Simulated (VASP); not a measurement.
# ZnS (F-43m) in VASP: single point with r2SCAN

Aim: the single point of ZnS with r2SCAN.

All numbers are computed with VASP 6.6.1; they aren't measurements. Logs are shortened: lines on timing, memory, paths and dates and some standing lists are left out, and cuts for length are marked.

**The experiment to reproduce.**

“Electronic, vibrational, and thermodynamic properties of ZnS (zincblende and rocksalt structure)”, 2009, arxiv:0911.5022 quotes, for a bulk crystal of ZnS at 19 K: band gap 3.85 eV (direct).

How close the calculation comes is told below.

**1. The cell of the first run**

Symmetry: F-43m, No. 216, cubic system. The conventional cell has a = 5.404 Å, b = 5.404 Å, c = 5.404 Å, α = 90.00°, β = 90.00°, γ = 90.00°. Within 3.1 Å of Zn (site symmetry -43m) lie 4 S at 2.34 Å. S (site symmetry -43m) has 4 Zn at 2.34 Å within 3.1 Å.

**2. Single point, r2SCAN**

POSCAR reads:

```
ZnS
1.0
    0.0000000000      2.7020000000      2.7020000000
    2.7020000000      0.0000000000      2.7020000000
    2.7020000000      2.7020000000      0.0000000000
Zn S
1 1
Direct
    0.2500000000      0.2500000000      0.2500000000
    0.0000000000      0.0000000000      0.0000000000
```

INCAR.step1 reads:

```
SYSTEM = ZnS
ALGO     = Normal         ! electronic algorithm
EDIFF    = 1E-5           ! SCF threshold, eV
ENCUT    = 550            ! plane-wave cutoff, eV
GGA      = PE             ! functional
GGA_COMPAT= .FALSE.      
ISMEAR   = 1              ! smearing method
LASPH    = .TRUE.         ! aspherical terms in the spheres
LCHARG   = .FALSE.        ! write CHGCAR
LREAL    = .FALSE.        ! projectors in reciprocal space
LWAVE    = .TRUE.         ! write WAVECAR
NBANDS   = 16             ! bands
NELM     = 120            ! most SCF steps
PREC     = Accurate       ! precision mode
SIGMA    = 0.01           ! smearing width, eV
```

INCAR.step2 reads:

```
SYSTEM = ZnS
ALGO     = Normal         ! electronic algorithm
EDIFF    = 1E-6           ! SCF threshold, eV
ENCUT    = 550            ! plane-wave cutoff, eV
GGA_COMPAT= .FALSE.      
ISIF     = 2              ! what is computed and relaxed
ISMEAR   = 1              ! smearing method
ISTART   = 1            
LASPH    = .TRUE.         ! aspherical terms in the spheres
LCHARG   = .FALSE.        ! write CHGCAR
LMIXTAU  = .TRUE.       
LREAL    = .FALSE.        ! projectors in reciprocal space
LWAVE    = .FALSE.        ! write WAVECAR
METAGGA  = R2SCAN         ! meta-GGA
NBANDS   = 16             ! bands
NELM     = 120            ! most SCF steps
PREC     = Accurate       ! precision mode
SIGMA    = 0.01           ! smearing width, eV
```

KPOINTS reads:

```
k-points
0
G
  6 6 6
  0 0 0
```

Potentials or basis: VASP PAW PBE potentials, release 64 (Zn, S).

Started as:

```bash
$ cat potpaw_PBE.64/Zn/POTCAR potpaw_PBE.64/S/POTCAR > POTCAR
$ cp INCAR.step1 INCAR
$ mpirun -np 1 vasp_std > vasp.out
$ cp INCAR.step2 INCAR
$ mpirun -np 1 vasp_std > vasp.out
```

OUTCAR:

```text
SYSTEM = ZnS
   EDIFF = 1E-6
   ENCUT = 550
   ISIF = 2
   ISMEAR = 1
   ISTART = 1
   LASPH = .TRUE.
   LREAL = .FALSE.
   METAGGA = R2SCAN
   NELM = 120
   PREC = Accurate

 ion  position               nearest neighbor table
   1  0.250  0.250  0.250-   2 2.34   2 2.34   2 2.34   2 2.34
   2  0.000  0.000  0.000-   1 2.34   1 2.34   1 2.34   1 2.34

  LATTYP: Found a face centered cubic cell.
 ALAT       =     5.4040000000

  Lattice vectors:

 A1 = (   0.0000000000,   2.7020000000,   2.7020000000)
 A2 = (   2.7020000000,   0.0000000000,   2.7020000000)
 A3 = (   2.7020000000,   2.7020000000,   0.0000000000)

Analysis of symmetry for initial positions (statically):
=====================================================================
 Subroutine PRICEL returns:
 Original cell was already a primitive cell.

 Routine SETGRP: Setting up the symmetry group for a
 face centered cubic supercell.

 Subroutine GETGRP returns: Found 24 space group operations
 (whereof 24 operations were pure point group operations)
 out of a pool of 48 trial point group operations.

The static configuration has the point symmetry T_d .

Analysis of symmetry for dynamics (positions and initial velocities):
=====================================================================
 Subroutine PRICEL returns:
 Original cell was already a primitive cell.

 Routine SETGRP: Setting up the symmetry group for a
 face centered cubic supercell.

 Subroutine GETGRP returns: Found 24 space group operations
 (whereof 24 operations were pure point group operations)
 out of a pool of 48 trial point group operations.

The dynamic configuration has the point symmetry T_d .

 Subroutine INISYM returns: Found 24 space group operations
 (whereof 24 operations are pure point group operations),
 and found     1 'primitive' translations

----------------------------------------------------------------------------------------

                                     Primitive cell

  volume of cell :      39.4535

  direct lattice vectors                    reciprocal lattice vectors
     0.000000000  2.702000000  2.702000000    -0.185048113  0.185048113  0.185048113
     2.702000000  0.000000000  2.702000000     0.185048113 -0.185048113  0.185048113
     2.702000000  2.702000000  0.000000000     0.185048113  0.185048113 -0.185048113

  length of vectors
     3.821205046  3.821205046  3.821205046     0.320512733  0.320512733  0.320512733

[... 71 lines left out ...]
   EDIFF  = 0.1E-05   stopping-criterion for ELM
   LREAL  =      F    real-space projection
   EDIFFG = 0.1E-04   stopping-criterion for IOM
   NSW    =      0    number of steps for IOM
   IBRION =     -1    ionic relax: 0-MD 1-quasi-New 2-CG
   NFREE  =      0    steps in history (QN), initial steepest desc. (CG)
   ISIF   =      2    stress and relaxation
   ISYM   =      2    0-nonsym 1-usesym 2-fastsym
   POTIM  = 0.5000    time-step for ionic-motion
   TEBEG  =    0.0;   TEEND  =   0.0 temperature during run
   PSTRESS=    0.0 pullay stress
   NELECT =      18.0000    total number of electrons
   NUPDOWN=      -1.0000    fix difference up-down
   EMIN   =  10.00;   EMAX   =-10.00  energy-range for DOS
   EFERMI =   0.00;   METHOD = LEGACY
   ISMEAR =     1;   SIGMA  =   0.01  broadening in eV -4-tet -1-fermi 0-gaus
   EFERMI_NEDOS =   21; number of points for ismear=-14 and -15
   IALGO  =     38    algorithm
   IMIX   =      4    mixing-type and parameters
     AMIX     =   0.40;   BMIX     =  1.00
     AMIX_MAG =   1.60;   BMIX_MAG =  1.00
  volume/ion in A,a.u.               =      19.73       133.12
  Fermi-wavevector in a.u.,A,eV,Ry     =   1.260290  2.381602 21.610537  1.588330
  Thomas-Fermi vector in A             =   2.393807
   LORBIT       =      0    0 simple, 1 ext, 2 COOP (PROOUT), +10 PAW based schemes
   METAGGA = R2SCAN    functional components
   LHFCALC =     F    Hartree Fock is set to
   AEXX    =    0.0000 exact exchange contribution
   IVDW    =     0    specifies the selected vdW correction
   LEPSILON=     F    determine dielectric tensor
   LRPA    =     F    only Hartree local field effects (RPA)
 non-spin polarized calculation
 Methfessel and Paxton  Order N= 1 SIGMA  =   0.01
  energy-cutoff  :      550.00
  volume of cell :       39.45
 maximum number of plane-waves:      1173
 NGX is ok and might be reduce to    30
   NGX = 15   NGY = 15   NGZ = 15

 number of electron      18.0000017 magnetization

 Free energy of the ion-electron system (eV)
  ---------------------------------------------------
  ext. energy  EPLUGINS =         0.00000000
  ---------------------------------------------------
  free energy    TOTEN  =       -18.86337064 eV

  energy without entropy =      -18.86337064  energy(sigma->0) =      -18.86337064

 E-fermi :   1.8880     XC(G=0): -10.2835

 val. band max:        1.8323838799   @ k =   0.0000   0.0000   0.0000
 cond. band min:       4.5062660791   @ k =   0.0000   0.0000   0.0000
 fundamental gap:      2.6738821992
 Fermi energy:         1.8880442153

 k-point     1 :       0.0000    0.0000    0.0000
  band No.  band energies     occupation
      1     -11.8424      2.00000
      2      -4.6679      2.00000
      3      -4.6679      2.00000
      4      -4.6679      2.00000
      5      -4.1228      2.00000
      6      -4.1228      2.00000
[... 281 lines left out ...]
      3      -4.3532      2.00000
      4      -4.2556      2.00000
      5      -4.1000      2.00000
      6      -3.7711      2.00000
[... 8 lines left out ...]
     15      16.4263      0.00000
     16      17.4779      0.00000

------------------------ aborting loop because EDIFF is reached ----------------------------------------

  FORCE on cell =-STRESS in cart. coord.  units (eV):
  Direction    XX          YY          ZZ          XY          YZ          ZX
  --------------------------------------------------------------------------------------
  -------------------------------------------------------------------------------------
  Total       -0.1551452     -0.1551452     -0.1551452      0.0000000     -0.0000000     -0.0000000
  in kB       -6.3003232     -6.3003232     -6.3003232      0.0000000     -0.0000000     -0.0000000
  external PRESSURE =      -6.3003232 kB  Pullay stress =       0.0000000 kB

 VOLUME and BASIS-vectors are now :
 -----------------------------------------------------------------------------
  energy-cutoff  :      550.00
  volume of cell :       39.45
      direct lattice vectors                 reciprocal lattice vectors
     0.000000000  2.702000000  2.702000000    -0.185048113  0.185048113  0.185048113
     2.702000000  0.000000000  2.702000000     0.185048113 -0.185048113  0.185048113
     2.702000000  2.702000000  0.000000000     0.185048113  0.185048113 -0.185048113

 POSITION                                       TOTAL-FORCE (eV/Angst)
 -----------------------------------------------------------------------------------
      1.35100      1.35100      1.35100         0.000000      0.000000      0.000000
      0.00000      0.00000      0.00000        -0.000000     -0.000000     -0.000000
 -----------------------------------------------------------------------------------
    total drift:                                0.000001      0.000001      0.000001

  FREE ENERGIE OF THE ION-ELECTRON SYSTEM (eV)
  ---------------------------------------------------
  free  energy   TOTEN  =       -18.8633706410 eV

  energy  without entropy=      -18.8633706410  energy(sigma->0) =      -18.86337064
```

OSZICAR.step1:

```text
N       E                     dE             d eps       ncg     rms          rms(c)
DAV:   1     0.866677630040E+02    0.86668E+02   -0.88926E+03   512   0.138E+03
DAV:   2    -0.137313711244E+01   -0.88041E+02   -0.81031E+02   552   0.271E+02
DAV:   3    -0.721409708302E+01   -0.58410E+01   -0.58057E+01   672   0.634E+01
DAV:   4    -0.727224824979E+01   -0.58151E-01   -0.58136E-01   568   0.645E+00
DAV:   5    -0.727286210949E+01   -0.61386E-03   -0.61382E-03   704   0.665E-01    0.685E+00
DAV:   6    -0.686490284970E+01    0.40796E+00   -0.73625E-01   744   0.299E+01    0.535E+00
DAV:   7    -0.684447391097E+01    0.20429E-01   -0.25178E-01   576   0.451E+00    0.274E+00
DAV:   8    -0.684376735076E+01    0.70656E-03   -0.50910E-03   632   0.861E-01    0.725E-01
DAV:   9    -0.684402496198E+01   -0.25761E-03   -0.12875E-03   616   0.286E-01    0.974E-02
DAV:  10    -0.684419874708E+01   -0.17379E-03   -0.24113E-04   600   0.133E-01    0.514E-02
DAV:  11    -0.684418872265E+01    0.10024E-04   -0.34429E-05   632   0.729E-02    0.829E-03
DAV:  12    -0.684418909869E+01   -0.37604E-06   -0.30961E-06   360   0.190E-02
   1 F= -.68441891E+01 E0= -.68441891E+01  d E =0.136293E-14
```

Wall time 44 s (1 thread of Intel Xeon Platinum 8559C (Emerald Rapids), shared host); peak memory 0.17 GiB.

Results:

```yaml
Free_energy: -18.8634 eV
Pressure: -0.6 GPa
Band_gap_on_the_k_mesh: 2.67 eV, direct
```

Caveat: the PAW data sets were made with another functional, which shifts forces and pressure a little.

**3. How close it comes**

Step 2. A measured gap of ZnS is 3.85 eV (direct; 19 K; quoted in “Electronic, vibrational, and thermodynamic properties of ZnS (zincblende and rocksalt structure)”, 2009, arxiv:0911.5022); the calculated 2.67 eV misses it by -1.18 eV. The value is that of r2SCAN, without temperature or zero-point motion.
